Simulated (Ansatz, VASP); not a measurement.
## One calculation of AlB3As4, two programs

```xyz
8
Lattice="3.5157 0.0000 0.0000 0.0000 7.1279 0.0000 0.0000 0.0000 5.0519" Properties=species:S:1:pos:R:3 pbc="T T T"
B     0.0000    5.4676   -0.0029
B     1.7578    0.0000    2.4905
B     0.0000    1.6604   -0.0029
As    1.7578    5.5306    1.1762
As    0.0000    0.0000    3.7000
As    1.7578    1.5973    1.1762
As    0.0000    3.5640    4.0863
Al    1.7578    3.5640    2.5322
```

Alike in both runs: task single point; functional PBE; k mesh 8 × 4 × 6; occupations fermi-dirac, width 0.02 eV; no spin polarisation.

```csv
,VASP,Ansatz
version,VASP 6.6.1,Ansatz 0.2.0
potentials or method,"VASP PAW PBE potentials, release 64 (B, As_d, Al)","plane waves, PAW"
plane-wave cutoff (eV),560,420
valence electrons in the cell,72,72
```

VASP gave:

| Item | Value |
| --- | --- |
| pressure (GPa) | 1.8 |
| rms of the force components (eV/Å) | 0.051 |

Question: What did Ansatz give for the same quantities?

Answer: Pressure (GPa): 1.9; rms of the force components (eV/Å): 0.054.
